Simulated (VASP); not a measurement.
Input of a VASP 6.6.1 run:

INCAR

```
  ALGO = Normal
  EDIFF = 1E-6
  ENCUT = 500
  GGA = PE
  GGA_COMPAT = F
  ISIF = 2
  ISMEAR = -1
  LASPH = T
  LCHARG = T
  LELF = T
  LREAL = F
  LVHAR = T
  LWAVE = F
  NBANDS = 14
  NELM = 120
  PREC = Accurate
  SIGMA = 0.05
```

The input KPOINTS:

```
k-points
0
Gamma
  12 12 12
```

File POSCAR:

```
Rh
1.0
    0.0000000000      1.8722002341      1.8722002341
    1.8722002341      0.0000000000      1.8722002341
    1.8722002341      1.8722002341      0.0000000000
Rh
1
Direct
    0.0000000000      0.0000000000      0.0000000000
```

Potentials or basis: VASP PAW PBE potentials, release 64 (Rh_pv).

Run with:

```console
$ cat potpaw_PBE.64/Rh_pv/POTCAR > POTCAR
$ mpirun -np 1 vasp_std > vasp.out
```

(1) Predict the pressure.

Answers

(1) 20.9 GPa.
